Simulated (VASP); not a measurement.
Runs of VASP 6.6.1 on NaF. It takes space group Fm-3m (No. 225, cubic). Conventional cell: a = 4.594 Å, b = 4.594 Å, c = 4.594 Å, α = 90.00°, β = 90.00°, γ = 90.00°. Within 3.0 Å of Na (site symmetry m-3m) lie 6 F at 2.30 Å. F (site symmetry m-3m) has 6 Na at 2.30 Å within 3.0 Å. 

```tsv
level	potentials or basis	k mesh	grid for exact exchange (PRECFOCK)	screening parameter	gap on the mesh (eV)	pressure (GPa)
PBE	VASP PAW PBE potentials, release 64 (Na_pv, F)	6 × 6 × 6	-	-	6.44	3.5
r2SCAN	VASP PAW PBE potentials, release 64 (Na_pv, F)	6 × 6 × 6	-	-	7.32	-0.8
HSE06	VASP PAW PBE potentials, release 64 (Na_pv, F)	6 × 6 × 6	Normal	0.2079 1/Å	(a)	1.6
LDA	VASP PAW LDA potentials, release 64 (Na_pv, F)	6 × 6 × 6	-	-	6.09	(b)
PBE	VASP PAW PBE potentials, release 64 (Na_pv, F)	8 × 8 × 8	-	-	6.44	3.5
```

Alike in all rows: task single point; no spin polarisation; cell as given; cutoff (eV) 520; smearing gaussian 0.01 eV.

**Question.** Estimate the missing entries.

**Answer.** (a) 8.60; (b) -3.3.

Caveats: the PAW data sets were made with another functional, which shifts forces and pressure a little (some runs).

